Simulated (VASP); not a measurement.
# GaSi62 (a cell with a defect) in VASP: further runs, part 2 of 2

VASP 6.6.1. The steps go on from the part before.

**3. Single point, PBE+D3(BJ), collinear spin**

Contents of INCAR:

```
ALGO = Normal
EDIFF = 1E-6
ENCUT = 520
GGA = PE
ISIF = 2
ISMEAR = 0
ISPIN = 2
IVDW = 12
LASPH = True
LCHARG = True
LELF = True
LORBIT = 11
LREAL = Auto
LVHAR = True
LWAVE = False
MAGMOM = 0 0 0 0 0 0 0 0 0 0 0 0 0 0 0 0 0 0 0 0 0 0 0 0 0 0 0 0 0 0 0 0 0 0 0 0 0 0 0 0 0 0 0 0 0.14 0 0 0 0 0 0 0 0 0 0 0 0 0 0 0 0 0 0
NBANDS = 172
NELM = 150
PREC = Accurate
SIGMA = 0.02
```

Contents of KPOINTS:

```
k-points
0
Gamma
  1 1 1
```

Contents of POSCAR:

```
GaSi62
1.0
   10.8600000000      0.0000000000      0.0000000000
    0.0000000000     10.8600000000      0.0000000000
    0.0000000000      0.0000000000     10.8600000000
Si Ga
62 1
Direct
    0.4993647330      0.0021604052      0.0004659300
    0.6284184162      0.1246931860      0.1253035912
    0.7494108656      0.2529556169     -0.0009588398
    0.8748744936      0.3752068140      0.1262662983
    0.7512761510      0.0003377532      0.2519845304
    0.8777720074      0.1242418969      0.3772027624
   -0.0033182320      0.0018927256      0.0021984346
    0.1256864641      0.1244737569      0.1264471455
    0.2484144567      0.2532882136      0.0020878453
    0.3759174033      0.3779735727      0.1247648250
    0.4972610497      0.5074185083     -0.0087575506
    0.6242113260      0.6259296501      0.1206845304
    0.7435629834      0.7526430018     -0.0081436464
    0.8725149171      0.8743201657      0.1252987109
    0.2511218232     -0.0009626151      0.2512561694
    0.3769533149      0.1203002762      0.3789707182
    0.5018386740      0.2489301105      0.2494653775
    0.6257989871      0.3752157459      0.3743618785
    0.7487343462      0.5013290055      0.2480544199
    0.8748441989      0.6243278085      0.3743381215
    0.5022080110     -0.0082383978      0.5067418969
    0.6261422652      0.1253567219      0.6249671271
    0.7515358195      0.2510012891      0.4984965930
    0.8769383057      0.3731214549      0.6268759669
    0.7509059853      0.0017348987      0.7493639042
    0.8750398711      0.1269834254      0.8760236648
   -0.0027012891      0.5005934622     -0.0008394107
    0.1254630755      0.6217302026      0.1253975138
    0.2477941068      0.7507767956      0.0005212707
    0.3750595764      0.8750245856      0.1247653775
    0.0005994475      0.2494897790      0.2503704420
    0.1258217311      0.3723822284      0.3771637201
    0.2498470534      0.4987405157      0.2518520258
    0.3766970534      0.6245762431      0.3749773481
    0.5006994475      0.7494171271      0.2482274401
    0.6253175875      0.8734878453      0.3751399632
    0.0031941989     -0.0019694291      0.5017469613
    0.1358994475      0.1143121547      0.6279187845
    0.2521305709      0.2470805709      0.5017441989
    0.3750994475      0.3747809392      0.6256596685
    0.5002428177      0.4992321363      0.4997946593
    0.6210748619      0.6291747698      0.6242611418
    0.7509600368      0.7499277164      0.4997942910
    0.8755437385      0.8750046041      0.6256117864
    0.2615450276     -0.0114316759      0.7593674954
    0.3741795580      0.1286017495      0.8790178637
    0.4997992634      0.2497667587      0.7502458564
    0.6235226519      0.3771836096      0.8735302026
    0.7482390424      0.5020348066      0.7483911602
    0.8732946593      0.6264718232      0.8735669429
    0.0014756906      0.7482990792      0.2498503683
    0.1302376611      0.8731345304      0.3793261510
   -0.0010233886      0.4985474217      0.4984640884
    0.1247374770      0.6238382136      0.6248418969
    0.2587788214      0.7475530387      0.5068872007
    0.0051987109      0.2448456722      0.7485468692
    0.1231400552      0.3749237569      0.8760744015
    0.2482503683      0.4992511971      0.7494867403
    0.3708976980      0.6364320442      0.8634424494
    0.6145389503      0.8788412523      0.8641126151
    0.0005265193      0.7503277164      0.7502402394
    0.1213881215      0.8761245856      0.8791523020
    0.4230994475      0.8239508287      0.7006697053
```

Potentials or basis: VASP PAW PBE potentials, release 64 (Si, Ga_d).

The run is started by

```sh
$ cat potpaw_PBE.64/Si/POTCAR potpaw_PBE.64/Ga_d/POTCAR > POTCAR
$ mpirun -np 1 vasp_gam > vasp.out
```

It took 18 min on 1 thread of Intel Xeon Platinum 8259CL at 2.50GHz (Skylake/Cascade Lake), shared host; peak memory 1.4 GiB.

The run converged. Its results:

* Free energy: -349.6980 eV
* Pressure: -0.6 GPa
* Largest force: 0.020 eV/Å
* Net moment: 1.00 μB per cell
* Site moments: Si +0.01, +0.00, -0.00, +0.10, +0.03, +0.02 (each value once); Ga +0.01 μB
* Valence electrons inside the program's atomic spheres: Si 1.70, 1.68, 1.67, 1.69, 1.64, 1.65, 1.66 (each value once); Ga 11.46
* Dispersion energy per atom: -0.313 eV

Forces on the atoms (eV/Å):
```
Si  -0.002  0.001  0.002
Si  -0.002  0.000  0.001
Si  -0.003  0.000  0.000
Si   0.001  0.000  0.002
Si  -0.001 -0.002  0.000
Si  -0.002  0.000  0.000
Si  -0.001  0.000  0.000
Si   0.000  0.000  0.001
Si   0.000  0.001  0.000
Si  -0.001  0.000 -0.002
Si   0.002 -0.003  0.003
Si   0.000  0.002  0.002
Si   0.002 -0.003  0.003
Si   0.001  0.001 -0.001
Si  -0.002  0.001 -0.002
Si  -0.003  0.000 -0.002
Si  -0.001  0.000  0.000
Si   0.003  0.002  0.000
Si  -0.001 -0.001 -0.001
Si  -0.002  0.000 -0.001
Si   0.005  0.005 -0.005
Si   0.004  0.000  0.001
Si  -0.002 -0.002  0.003
Si  -0.001  0.002 -0.003
Si   0.000  0.000 -0.003
Si  -0.001  0.001  0.000
Si   0.000  0.002 -0.002
Si   0.001  0.002  0.001
Si  -0.002  0.001  0.003
Si  -0.001  0.000  0.003
Si   0.003 -0.003  0.001
Si  -0.001  0.001  0.000
Si   0.001  0.001  0.000
Si   0.002 -0.001  0.001
Si   0.000  0.000  0.002
Si   0.000 -0.003  0.000
Si   0.005 -0.001  0.001
Si   0.000  0.003 -0.002
Si   0.000 -0.003  0.000
Si   0.000 -0.001 -0.003
Si   0.001 -0.001 -0.002
Si   0.006 -0.004 -0.002
Si   0.000 -0.001  0.000
Si  -0.001  0.000 -0.002
Si  -0.012  0.012  0.005
Si   0.003  0.000  0.001
Si  -0.001 -0.003  0.003
Si   0.001  0.000 -0.001
Si   0.001  0.000  0.000
Si  -0.001 -0.001 -0.001
Si  -0.001  0.000  0.000
Si   0.000  0.005 -0.003
Si   0.001  0.003  0.002
Si   0.000 -0.004  0.001
Si  -0.001 -0.001 -0.001
Si   0.000  0.000  0.001
Si   0.001 -0.001  0.001
Si   0.000 -0.002 -0.002
Si  -0.002 -0.005  0.007
Si   0.008  0.004  0.007
Si   0.002  0.002  0.000
Si  -0.001 -0.004  0.002
Ga  -0.005 -0.007 -0.018
```

Stress tensor (GPa, compression positive):
```
-0.61  0.13 -0.67
 0.13 -0.62  0.67
-0.67  0.67 -0.66
```

Levels at points of the mesh, in eV from the Fermi level:
Spin up:
| k point | band 127 | band 128 | band 129 | band 130 | band 131 | band 132 | band 133 | band 134 | band 135 | band 136 |
| --- | --- | --- | --- | --- | --- | --- | --- | --- | --- | --- |
| (0.00, 0.00, 0.00) | -1.09 | -0.97 | -0.97 | -0.75 | -0.06 | 0.06 | 0.17 | 0.17 | 0.21 | 0.21 |
Spin down:
| k point | band 128 | band 129 | band 130 | band 131 | band 132 | band 133 |
| --- | --- | --- | --- | --- | --- | --- |
| (0.00, 0.00, 0.00) | -0.95 | -0.89 | -0.74 | 0.07 | 0.10 | 0.18 |

Caveat: the k points lie up to 0.58 Å⁻¹ apart.
